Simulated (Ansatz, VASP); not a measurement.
## One calculation of FeNi3, two programs

```
CELL_PARAMETERS angstrom
0.00000 2.79037 2.79037
2.79037 0.00000 2.79037
2.79037 2.79037 0.00000
ATOMIC_POSITIONS crystal
Fe 0.00000 0.00000 0.00000
Ni 0.75000 0.75000 0.75000
Ni 0.25000 0.25000 0.25000
Ni 0.50000 0.50000 0.50000
```

Alike in both runs: task single point; functional LDA; k mesh 7 × 7 × 7; occupations fermi-dirac, width 0.05 eV; collinear spin.

|  | VASP | Ansatz |
| --- | --- | --- |
| version | VASP 6.6.1 | Ansatz 0.2.0 |
| potentials or method | VASP PAW LDA potentials, release 64 (Fe, Ni) | plane waves, PAW |
| plane-wave cutoff (eV) | 520 | 420 |
| valence electrons in the cell | 38 | 70 |

```csv
,VASP,Ansatz,Ansatz less VASP
gap on the k mesh at the Fermi level (eV),none,none,-
net moment per atom (μB),1.07,1.08,+0.010
size of the moment on the site where the two differ most (μB),0.61,0.66,+0.043
```

LDA's correlation is that of Perdew and Zunger in VASP and of Perdew and Wang (1992) in Ansatz. Site moments also hang on the region over which each program counts them. A gap of «none» marks a metal or a gap that the smearing closes. VASP's potentials hold 38 valence electrons a cell and Ansatz's 70, so a difference there can come from the potentials and not from the codes. Ansatz's warnings: seeded moment not kept.
